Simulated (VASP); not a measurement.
# SnO (P4/nmm) in VASP: further runs

Aim: see how the results for SnO move with the level of theory and the settings. Levels: LDA, PBEsol. Tasks: vibrations by perturbation theory, elastic constants.

Everything below comes from runs of VASP 6.6.1. Logs are shortened: lines on timing, memory, paths and dates and some standing lists are left out, and cuts for length are marked.

### Step 1. The cell of the first run

It takes space group P4/nmm (No. 129, tetragonal). Conventional cell: a = 3.814 Å, b = 3.814 Å, c = 4.887 Å, α = 90.00°, β = 90.00°, γ = 90.00°. Within 2.9 Å of Sn (site symmetry 4mm) lie 4 O at 2.23 Å. Within 2.9 Å of O (site symmetry -4m2) lie 4 Sn at 2.23 Å and 4 O at 2.70 Å.

### Step 2. Vibrations by perturbation theory, LDA

The input, INCAR:

```
SYSTEM = SnO
PREC = Accurate
ENCUT = 520
EDIFF = 1E-8
ISMEAR = 0
SIGMA = 0.01
LREAL = .False.
LASPH = .True.
NELM = 60
ALGO = Normal
ISIF = 2
LWAVE = .False.
LCHARG = .False.
NBANDS = 28
IBRION = 8
NSW = 1
LEPSILON = .True.
```

The input, KPOINTS:

```
Automatic mesh
0
Gamma
  6 6 5
  0 0 0
```

The input, POSCAR:

```
SnO
1.0
    3.8136952200      0.0000000000      0.0000000000
    0.0000000000      3.8136952200      0.0000000000
    0.0000000000      0.0000000000      4.8869133000
Sn O
2 2
Direct
    0.5000000000      0.0000000000      0.7646261400
    0.0000000000      0.5000000000      0.2353738600
    0.0000000000      0.0000000000      0.0000000000
    0.5000000000      0.5000000000      0.0000000000
```

Potentials or basis: VASP PAW LDA potentials, release 64 (Sn_d, O).

Started as:

```sh
$ cat potpaw_LDA.64/Sn_d/POTCAR potpaw_LDA.64/O/POTCAR > POTCAR
$ mpirun -np 1 vasp_std > vasp.out
```

OUTCAR:

```text
SYSTEM = SnO
   PREC = Accurate
   ENCUT = 520
   EDIFF = 1E-8
   ISMEAR = 0
   LREAL = .False.
   LASPH = .True.
   NELM = 60
   ISIF = 2
   IBRION = 8
   NSW = 1
   LEPSILON = .True.

 ion  position               nearest neighbor table
   1  0.500  0.000  0.765-   3 2.23   4 2.23   4 2.23   3 2.23   2 3.54   2 3.54   2 3.54   2 3.54
                             2 3.74   2 3.74   2 3.74   2 3.74
   2  0.000  0.500  0.235-   3 2.23   4 2.23   3 2.23   4 2.23   1 3.54   1 3.54   1 3.54   1 3.54
                             1 3.74   1 3.74   1 3.74   1 3.74
   3  0.000  0.000  0.000-   1 2.23   2 2.23   2 2.23   1 2.23
   4  0.500  0.500  0.000-   1 2.23   2 2.23   1 2.23   2 2.23

  LATTYP: Found a simple tetragonal cell.
 ALAT       =     3.8136952200
 C/A-ratio  =     1.2814116016

  Lattice vectors:

 A1 = (   3.8136952200,   0.0000000000,   0.0000000000)
 A2 = (   0.0000000000,   3.8136952200,   0.0000000000)
 A3 = (   0.0000000000,   0.0000000000,   4.8869133000)

Analysis of symmetry for initial positions (statically):
=====================================================================
 Subroutine PRICEL returns:
 Original cell was already a primitive cell.

 Routine SETGRP: Setting up the symmetry group for a
 simple tetragonal supercell.

 Subroutine GETGRP returns: Found 16 space group operations
 (whereof  8 operations were pure point group operations)
 out of a pool of 16 trial point group operations.

The static configuration has the point symmetry D_2d.
 The point group associated with its full space group is D_4h.

Analysis of symmetry for dynamics (positions and initial velocities):
=====================================================================
 Subroutine PRICEL returns:
 Original cell was already a primitive cell.

 Routine SETGRP: Setting up the symmetry group for a
 simple tetragonal supercell.

 Subroutine GETGRP returns: Found 16 space group operations
 (whereof  8 operations were pure point group operations)
 out of a pool of 16 trial point group operations.

The dynamic configuration has the point symmetry D_2d.
 The point group associated with its full space group is D_4h.

 Subroutine INISYM returns: Found 16 space group operations
 (whereof  8 operations are pure point group operations),
 and found     1 'primitive' translations

----------------------------------------------------------------------------------------

                                     Primitive cell

  volume of cell :      71.0766

  direct lattice vectors                    reciprocal lattice vectors
     3.813695220  0.000000000  0.000000000     0.262212878  0.000000000  0.000000000
     0.000000000  3.813695220  0.000000000     0.000000000  0.262212878  0.000000000
     0.000000000  0.000000000  4.886913300     0.000000000  0.000000000  0.204628144

  length of vectors
     3.813695220  3.813695220  4.886913300     0.262212878  0.262212878  0.204628144

  position of ions in fractional coordinates (direct lattice)
     0.500000000  0.000000000  0.764626140
     0.000000000  0.500000000  0.235373860
     0.000000000  0.000000000  0.000000000
     0.500000000  0.500000000  0.000000000

  ion indices of the primitive-cell ions
   primitive index   ion index
                 1           1
                 2           2
                 3           3
                 4           4

----------------------------------------------------------------------------------------

 KPOINTS: Automatic mesh

Automatic generation of k-mesh.
 Grid dimensions read from file:
 generate k-points for:    6    6    5

 Generating k-lattice:

  Cartesian coordinates                     Fractional coordinates (reciprocal lattice)
     0.043702146  0.000000000  0.000000000     0.166666667  0.000000000  0.000000000
     0.000000000  0.043702146  0.000000000     0.000000000  0.166666667  0.000000000
[... 895 lines left out ...]
  free energy    TOTEN  =        -1.49214814 eV

  energy without entropy =       -1.49214814

------------------------ aborting loop because EDIFF is reached ----------------------------------------

--------------------------------------- Ionic step        2  -------------------------------------------

------------------------ aborting loop because EDIFF is reached ----------------------------------------

--------------------------------------- Ionic step        3  -------------------------------------------

------------------------ aborting loop because EDIFF is reached ----------------------------------------

 PIEZOELECTRIC TENSOR FIELD DIRECTION 3  (e Angst)
 -----------------------------------------------------------------------------
    -0.00600  0.00000  0.00000           ( -0.00002  0.00000  0.00000)
     0.00000 -0.00600  0.00000           (  0.00000 -0.00002  0.00000)
     0.00000  0.00000  0.02409           (  0.00000  0.00000 -0.00000)

 PIEZOELECTRIC TENSOR FIELD DIRECTION 3  (C/m^2)
 -----------------------------------------------------------------------------
    -0.00135  0.00000  0.00000
     0.00000 -0.00135  0.00000
     0.00000  0.00000  0.00543

[... ionic steps 4 to 9 ...]

--------------------------------------- Ionic step       10  -------------------------------------------

------------------------ aborting loop because EDIFF is reached ----------------------------------------

[... ionic steps 11 to 11 ...]

--------------------------------------- Ionic step       12  -------------------------------------------

 Free energy of the ion-electron system (eV)
  ---------------------------------------------------
  ---------------------------------------------------
  free energy    TOTEN  =        -0.36589207 eV

  energy without entropy =       -0.36589207

------------------------ aborting loop because EDIFF is reached ----------------------------------------

 INTERNAL STRAIN TENSOR  FOR ION    3  DIRECTION 3   (eV/Angst):
 -----------------------------------------------------------------------------
    -6.30120  0.00000  0.00000
     0.00000  6.23559  0.00000
     0.00000  0.00000  0.05383

 MACROSCOPIC STATIC DIELECTRIC TENSOR (including local field effects in DFT)
 ------------------------------------------------------
           8.091596     0.000000    -0.000000
          -0.000000     8.091596     0.000000
           0.000000     0.000000     7.076200
 ------------------------------------------------------

 PIEZOELECTRIC TENSOR (including local field effects)  for field in x, y, z        (e  Angst)
          XX          YY          ZZ          XY          YZ          ZX
  --------------------------------------------------------------------------------
  x     0.00000     0.00000     0.00000     0.00000     0.00000     0.00000
  y     0.00000     0.00000     0.00000     0.00000     0.00000     0.00000
  z     0.00000     0.00000     0.00000     0.00000     0.00000     0.00000

 PIEZOELECTRIC TENSOR (including local field effects)  for field in x, y, z        (C/m^2)
          XX          YY          ZZ          XY          YZ          ZX
  --------------------------------------------------------------------------------
  x     0.00000     0.00000     0.00000     0.00000     0.00000     0.00000
  y     0.00000     0.00000     0.00000     0.00000     0.00000     0.00000
  z     0.00000     0.00000     0.00000     0.00000     0.00000     0.00000

 BORN EFFECTIVE CHARGES (including local field effects) (in |e|, cummulative output)
 ---------------------------------------------------------------------------------
 ion    1
    1     3.08080     0.00000     0.00000
    2     0.00000     3.08080     0.00000
    3     0.00000     0.00000     2.88035
 ion    2
    1     3.08080     0.00000     0.00000
    2     0.00000     3.08080     0.00000
    3     0.00000     0.00000     2.88035
 ion    3
    1    -3.08080     0.00000    -0.00000
    2     0.00000    -3.08080     0.00000
    3     0.00000     0.00000    -2.88035
 ion    4
    1    -3.08080     0.00000    -0.00000
    2     0.00000    -3.08080     0.00000
    3     0.00000     0.00000    -2.88035

 INTERNAL STRAIN TENSOR FOR ION    4 for displacements in x,y,z  (eV/Angst):
          X           Y           Z          XY          YZ          ZX
  --------------------------------------------------------------------------------
  x     0.00000     0.00000     0.00000     0.00000     0.00000     3.52456
  y     0.00000     0.00000     0.00000     0.00000    -3.01278     0.00000
  z     6.26839    -6.26839     0.00000     0.00000     0.00000     0.00000

 SECOND DERIVATIVES (NOT SYMMETRIZED)
 ------------------------------------
               1X          1Y          1Z          2X          2Y          2Z          3X          3Y          3Z          4X          4Y          4Z
  1X    -4.450229    0.000000    0.000000    1.061231    0.000000    0.000000    2.380581    0.000000    0.000000    1.008416    0.000000    0.000000
  1Y     0.000000   -4.450229    0.000000    0.000000    1.061231    0.000000    0.000000    1.008416    0.000000    0.000000    2.380581    0.000000
  1Z     0.000000    0.000000  -12.961614    0.000000    0.000000    5.734018    0.000000    0.000000    3.613798    0.000000    0.000000    3.613798
  2X     1.061231    0.000000    0.000000   -4.450229    0.000000    0.000000    1.008416    0.000000    0.000000    2.380581    0.000000    0.000000
  2Y     0.000000    1.061231    0.000000    0.000000   -4.450229    0.000000    0.000000    2.380581    0.000000    0.000000    1.008416    0.000000
  2Z     0.000000    0.000000    5.734018    0.000000    0.000000  -12.961614    0.000000    0.000000    3.613798    0.000000    0.000000    3.613798
  3X     2.380196    0.000000    0.000000    1.022907    0.000000    0.000000   -7.555487    0.000000    0.000000    4.152384    0.000000    0.000000
  3Y     0.000000    1.022907    0.000000    0.000000    2.380196    0.000000    0.000000   -7.555487    0.000000    0.000000    4.152384    0.000000
  3Z     0.000000    0.000000    3.618950    0.000000    0.000000    3.618950    0.000000    0.000000   -7.097004    0.000000    0.000000   -0.140897
  4X     1.022907    0.000000    0.000000    2.380196    0.000000    0.000000    4.152384    0.000000    0.000000   -7.555487    0.000000    0.000000
  4Y     0.000000    2.380196    0.000000    0.000000    1.022907    0.000000    0.000000    4.152384    0.000000    0.000000   -7.555487    0.000000
  4Z     0.000000    0.000000    3.618950    0.000000    0.000000    3.618950    0.000000    0.000000   -0.140897    0.000000    0.000000   -7.097004

 Eigenvectors and eigenvalues of the dynamical matrix
 ----------------------------------------------------

   1 f  =   13.386068 THz    84.107144 2PiTHz  446.511156 cm-1    55.360303 meV
             X         Y         Z           dx          dy          dz
      1.906848  0.000000  3.736662    -0.013856   -0.029077    0.000000
      0.000000  1.906848  1.150252     0.013856    0.029077    0.000000
      0.000000  0.000000  0.000000     0.303873   -0.637671   -0.000000
      1.906848  1.906848  0.000000    -0.303873    0.637671   -0.000000
[... 71 lines left out ...]
  12 f/i=    0.005151 THz     0.032365 2PiTHz    0.171822 cm-1     0.021303 meV
             X         Y         Z           dx          dy          dz
      1.906848  0.000000  3.736662    -0.537034    0.390416   -0.000000
      0.000000  1.906848  1.150252    -0.537034    0.390416   -0.000000
      0.000000  0.000000  0.000000    -0.196751    0.143035   -0.000000
      1.906848  1.906848  0.000000    -0.196751    0.143035   -0.000000

--------------------------------------------------------------------------------------------------------

 MACROSCOPIC STATIC DIELECTRIC TENSOR IONIC CONTRIBUTION
 ------------------------------------------------------
          14.230564     0.000000    -0.000000
           0.000000    14.230564    -0.000000
          -0.000000    -0.000000     5.840580
 ------------------------------------------------------

 ELASTIC MODULI CONTR FROM IONIC RELAXATION (kBar)
 Direction    XX          YY          ZZ          XY          YZ          ZX
 --------------------------------------------------------------------------------
 XX        -552.3530    -43.0333   -499.4831      0.0000     -0.0000     -0.0000
 YY         -43.0333   -552.3530   -499.4831      0.0000     -0.0000     -0.0000
 ZZ        -499.4831   -499.4831   -838.0555      0.0000     -0.0000     -0.0000
 XY           0.0000      0.0000      0.0000      0.0000      0.0000      0.0000
 YZ          -0.0000     -0.0000     -0.0000      0.0000   -244.1743     -0.0000
 ZX          -0.0000     -0.0000     -0.0000      0.0000     -0.0000   -330.1120
 --------------------------------------------------------------------------------

 PIEZOELECTRIC TENSOR IONIC CONTR  for field in x, y, z        (C/m^2)
          XX          YY          ZZ          XY          YZ          ZX
  --------------------------------------------------------------------------------
  x     0.00000     0.00000     0.00000     0.00000     0.00000     0.00000
  y     0.00000     0.00000     0.00000     0.00000    -0.00000     0.00000
  z     0.00000    -0.00000    -0.00000     0.00000    -0.00000     0.00000
```

Run time: 23 min. Hardware: 1 thread of Intel Xeon 8259CL, shared host; peak memory 0.53 GiB.

What came out:

- Electronic dielectric tensor (diagonal): 8.09, 8.09, 7.08
- Born charges (mean of the diagonal): Sn +3.01; O -3.01 e
- Highest phonon frequency at Γ, LO-TO splitting left out: 447 cm⁻¹

Phonon frequencies in cm⁻¹ (negative: imaginary):
```tsv
q point	frequencies
(0.000, 0.000, 0.000)	0 0 0 111 111 207 256 256 344 374 447 447
```

Electronic dielectric tensor:
```
8.09 0.00 0.00
0.00 8.09 0.00
0.00 0.00 7.08
```

Born effective charge tensors (e):
atom 1, Sn
```
3.08 0.00 0.00
0.00 3.08 0.00
0.00 0.00 2.88
```
atom 2, Sn
```
3.08 0.00 0.00
0.00 3.08 0.00
0.00 0.00 2.88
```
atom 3, O
```
-3.08  0.00  0.00
 0.00 -3.08  0.00
 0.00  0.00 -2.88
```
atom 4, O
```
-3.08  0.00  0.00
 0.00 -3.08  0.00
 0.00  0.00 -2.88
```

Caveat: the cell stands under pressure or tension, which shifts response properties; spin-orbit coupling is left out, which moves the levels of the heavy elements.

### Step 3. Elastic constants, PBEsol

The input, INCAR:

```
PREC = Accurate
ENCUT = 600
EDIFF = 1E-8
ISMEAR = 0
SIGMA = 0.01
LREAL = F
LASPH = T
NELM = 100
ALGO = Normal
ISIF = 3
LWAVE = F
LCHARG = F
GGA = PS
IBRION = 6
NFREE = 2
POTIM = 0.015
NSW = 1
```

The input, KPOINTS:

```
regular mesh
0
Gamma
  6 6 5
```

POSCAR is that of step 2.

Potentials or basis: VASP PAW PBE potentials, release 64 (Sn_d, O).

Started as:

```sh
$ cat potpaw_PBE.64/Sn_d/POTCAR potpaw_PBE.64/O/POTCAR > POTCAR
$ mpirun -np 1 vasp_std > vasp.out
```

Wall time 28 min (1 thread of Oxide Virtual Turin-like, shared host); peak memory 0.35 GiB.

It converged, with:

```yaml
Voigt_bulk_modulus: 49 GPa
Highest_phonon_frequency_at_Γ_LO-TO_splitting_left_out: 453 cm⁻¹
```

Phonon frequencies in cm⁻¹ (negative: imaginary):
| q point | frequencies |
| --- | --- |
| (0.000, 0.000, 0.000) | 0 0 0 113 113 208 267 267 345 371 453 453 |

Elastic tensor in Voigt notation (GPa, in the Cartesian axes of the cell as first typed):
```
95 86 12  0  0  0
86 95 12  0  0  0
12 12 28  0  0  0
 0  0  0 24  0  0
 0  0  0  0 24  0
 0  0  0  0  0 81
```

Clamped-ion elastic tensor (GPa):
```
156  88  63   0   0   0
 88 156  63   0   0   0
 63  63 109   0   0   0
  0   0   0  51   0   0
  0   0   0   0  51   0
  0   0   0   0   0  81
```

Caveat: the PAW data sets were made with another functional, which shifts forces and pressure a little; spin-orbit coupling is left out, which moves the levels of the heavy elements.
